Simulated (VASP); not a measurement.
A run of VASP 6.6.1:

Contents of INCAR:

```
GGA = PE ; ISMEAR = 0
SIGMA = 0.03 ; LWAVE = False
LCHARG = False ; ISIF = 2
PREC = Accurate ; LASPH = True
LREAL = False ; ALGO = Normal
EDIFF = 1E-6 ; NELM = 120
GGA_COMPAT = False ; ENCUT = 400
EFERMI = MIDGAP
```

File KPOINTS:

```
k-points
0
Gamma
  6 6 6
```

Contents of POSCAR:

```
GaCuSe2
1.0
   -2.8095500000      2.8095500000      5.5130000000
    2.8095500000     -2.8095500000      5.5130000000
    2.8095500000      2.8095500000     -5.5130000000
Se Ga Cu
4 2 2
Direct
    0.1256200000      0.6250000000      0.0006200000
    0.8750000000      0.8743800000      0.4993800000
    0.6243800000      0.1250000000      0.9993800000
    0.3750000000      0.3756200000      0.5006200000
    0.2500000000      0.7500000000      0.5000000000
    0.5000000000      0.5000000000      0.0000000000
    0.7500000000      0.2500000000      0.5000000000
    0.0000000000      0.0000000000      0.0000000000
```

Potentials or basis: VASP PAW PBE potentials, release 64 (Se, Ga_d, Cu).

Command:

```sh
$ cat potpaw_PBE.64/Se/POTCAR potpaw_PBE.64/Ga_d/POTCAR potpaw_PBE.64/Cu/POTCAR > POTCAR
$ mpirun -np 1 vasp_std > vasp.out
```

Hardware: 1 thread of Intel(R) Xeon(R) Platinum 8488C (Sapphire Rapids), on a shared host.

Task: How long does it take, and how much memory?

Result: It took 4.2 min on 1 thread of Intel(R) Xeon(R) Platinum 8488C (Sapphire Rapids), on a shared host, peak memory 0.39 GiB. Counts: scf iterations 16, k points 30.
